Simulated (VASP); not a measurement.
Wanted: the native input for a VASP 6.6.1 run.

| Quantity | Value |
| --- | --- |
| Task | relaxation of shape and atoms at fixed volume |
| Functional | PBE |
| Potentials or basis | VASP PAW PBE potentials, release 64 (Te) |
| Cutoff | 600 eV |
| k mesh | 16 × 16 × 18 |
| Occupations | gaussian, width 0.1 eV |
| Spin | no spin polarisation |
| Dipole correction | no |
| Further INCAR settings | ALGO = Normal; EDIFF = 1e-06; IBRION = 2; EDIFFG = -0.01; NSW = 50; ISIF = 4 |

The structure of Te lies in POSCAR:

```
Te
1.0
    3.2457578553      0.0000000000      0.0000000000
    0.0000000000      3.2457578553      0.0000000000
    0.0000000000      0.0000000000      3.2050196184
Te
1
Direct
    0.5000000000      0.5000000000      0.5000000000
```

This isn't the form of Te at room conditions, which is trigonal, of chains.

These files were run (other wordings do the same):

INCAR

```
SYSTEM = Te
PREC     = Accurate       ! precision mode
ENCUT    = 600            ! plane-wave cutoff, eV
EDIFF    = 1E-6           ! SCF threshold, eV
ISMEAR   = 0              ! smearing method
SIGMA    = 0.1            ! smearing width, eV
LREAL    = .False.        ! projectors in reciprocal space
LASPH    = .True.         ! aspherical terms in the spheres
NELM     = 60             ! most SCF steps
ALGO     = Normal         ! electronic algorithm
ISIF     = 4              ! what is computed and relaxed
LWAVE    = .False.        ! write WAVECAR
LCHARG   = .False.        ! write CHGCAR
GGA      = PE             ! functional
IBRION   = 2              ! ionic algorithm
NSW      = 50             ! ionic steps
EDIFFG   = -0.01          ! ionic threshold
```

KPOINTS

```
Automatic mesh
0
Gamma
  16 16 18
  0 0 0
```

Potentials or basis: VASP PAW PBE potentials, release 64 (Te).

Command:

```sh
$ cat potpaw_PBE.64/Te/POTCAR > POTCAR
$ mpirun -np 1 vasp_std > vasp.out
```

It gave:

```
Energy gained by relaxing : 0.0 meV/atom
Ionic steps               : 2
Pressure after relaxing   : -1.4 GPa
Band gap on the k mesh    : zero (bands 3 and 4 overlap by 5.22 eV)
```

Caveat: spin-orbit coupling is left out, which moves the levels of the heavy elements.

Run time: 110 s on 1 thread of Intel(R) Xeon(R) Platinum 8259CL CPU @ 2.50GHz (Skylake/Cascade Lake), on a shared host, peak memory 0.26 GiB.
